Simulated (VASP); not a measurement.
Set up this calculation in VASP 6.6.1, as the native input.

```
Task                   : single point
Functional             : PBE
Potentials or basis    : VASP PAW PBE potentials, release 64 (Ti_sv, H, Br)
Cutoff                 : 520 eV
k mesh                 : 6 × 6 × 6
Occupations            : gaussian, width 0.1 eV
Spin                   : collinear spin, ferromagnetic start
Starting moments       : [1.0, 0.0, 0.0, 0.0, 0.0] μB
Dipole correction      : no
Further INCAR settings : ALGO = Normal; EDIFF = 1e-07; NBANDS = 23
```

The structure of TiH3Br lies in POSCAR:

```
TiH3Br
1.0
    2.4946209408      1.4402700717      2.4462865663
   -2.4946209408      1.4402700717      2.4462865663
    0.0000000000     -2.8805401433      2.4462865663
Ti H Br
1 3 1
Direct
    0.0000000000      0.0000000000      0.0000000000
    0.5000000000      0.9996794749      0.0003205251
    0.0003205251      0.5000000000      0.9996794749
    0.9996794749      0.0003205251      0.5000000000
    0.5000000000      0.5000000000      0.5000000000
```

One way to write it, as run:

INCAR

```
SYSTEM = TiH3Br
  PREC = Accurate
  ENCUT = 520
  EDIFF = 1E-7
  ISMEAR = 0
  SIGMA = 0.1
  LREAL = .False.
  LASPH = .True.
  NELM = 150
  ALGO = Normal
  ISIF = 2
  LWAVE = .False.
  LCHARG = .False.
  ISPIN = 2
  MAGMOM = 1 0 0 0 0
  LORBIT = 11
  LMAXMIX = 4
  GGA = PE
  NBANDS = 23
```

KPOINTS

```
regular mesh
0
Gamma
  6 6 6
  0 0 0
```

Potentials or basis: VASP PAW PBE potentials, release 64 (Ti_sv, H, Br).

Launch:

```bash
$ cat potpaw_PBE.64/Ti_sv/POTCAR potpaw_PBE.64/H/POTCAR potpaw_PBE.64/Br/POTCAR > POTCAR
$ mpirun -np 1 vasp_std > vasp.out
```

It gave:

The pressure is 0.0 GPa, the band gap on the k mesh is zero (filled and empty bands overlap) and the net moment is 0.00 μB per cell. The valence electrons inside the program's atomic spheres are Ti 10.04; H 0.56; Br 4.79.

Run time: 40 s on 1 thread of AMD EPYC 9R45 96-Core Processor (Zen 5) (shared host), peak memory 0.18 GiB.
